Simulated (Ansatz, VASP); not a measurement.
# Si2Ru2N in VASP and in Ansatz

The input INCAR:

```
PREC = Accurate ; ENCUT = 600
EDIFF = 1E-6 ; ISMEAR = 0
SIGMA = 0.1 ; LREAL = F
LASPH = T ; NELM = 80
ALGO = Normal ; ISIF = 3
LWAVE = F ; LCHARG = F
GGA = PE ; IBRION = 2
NSW = 90 ; EDIFFG = -0.04
```

File KPOINTS:

```
Automatic mesh
0
Gamma
  6 6 4
```

POSCAR

```
Si2Ru2N
1.0
    4.1639515453      0.0000000000      0.0000000000
   -2.0819757726      3.6060878183      0.0000000000
    0.0000000000      0.0000000000      4.9456059409
Si Ru N
2 2 1
Direct
    0.3333333333      0.6666666667      0.0000000000
    0.6666666667      0.3333333333      0.0000000000
    0.3333333333      0.6666666667      0.5000000000
    0.6666666667      0.3333333333      0.5000000000
    0.0000000000      0.0000000000      0.0000000000
```

Input for Ansatz:

```yaml
crystal:
  lattice:
    - [4.1639515453, 0.0, 0.0]
    - [-2.0819757726, 3.6060878183, 0.0]
    - [0.0, 0.0, 4.9456059409]
  atoms:
    - { symbol: Si, position: [0.3333333333, 0.6666666667, 0.0] }
    - { symbol: Si, position: [0.6666666667, 0.3333333333, 0.0] }
    - { symbol: Ru, position: [0.3333333333, 0.6666666667, 0.5] }
    - { symbol: Ru, position: [0.6666666667, 0.3333333333, 0.5] }
    - { symbol: "N", position: [0.0, 0.0, 0.0] }
basis:
  ecutwfc: 420
kpoints:
  mp_grid: { grid: [6, 6, 4] }
hamiltonian:
  xc: pbe
scf:
  occupations: { method: gaussian, width: 0.1 }
  lower_state_search: "off"
output:
  forces: true
  stress: true
  eigenvalues: true
relax:
  adjacent_minimum: "off"
  f_tol: 0.04
  max_steps: 70
  cell: { stress_tol: 0.4 }
```

Alike in both runs: task relaxation of cell and atoms; functional PBE; k mesh 6 × 6 × 4; occupations gaussian, width 0.1 eV; no spin polarisation.

|  | VASP | Ansatz |
| --- | --- | --- |
| version | VASP 6.6.1 | Ansatz 0.2.0 |
| potentials or method | VASP PAW PBE potentials, release 64 (Si, Ru_pv, N), cutoff 600 eV | scalar-relativistic, plane waves, PAW |
| valence electrons in the cell | 41 | 45 |

|  | VASP | Ansatz | Ansatz less VASP |
| --- | --- | --- | --- |
| gap on the k mesh at the Fermi level, each at its own relaxed structure (eV) | none | none | - |
| relaxed volume (Å³/atom) | 14.91 | 14.87 | -0.034 |
| relaxed cell length with the largest relative difference (Å) | 4.158 | 4.151 | -0.0069 |

A gap of «none» marks a metal or a gap that the smearing closes. VASP's potentials hold 41 valence electrons a cell and Ansatz's 45, so a difference there can come from the potentials and not from the codes.

Noted on VASP's run: too few bands were computed for a metal, which touches its energy and stress.
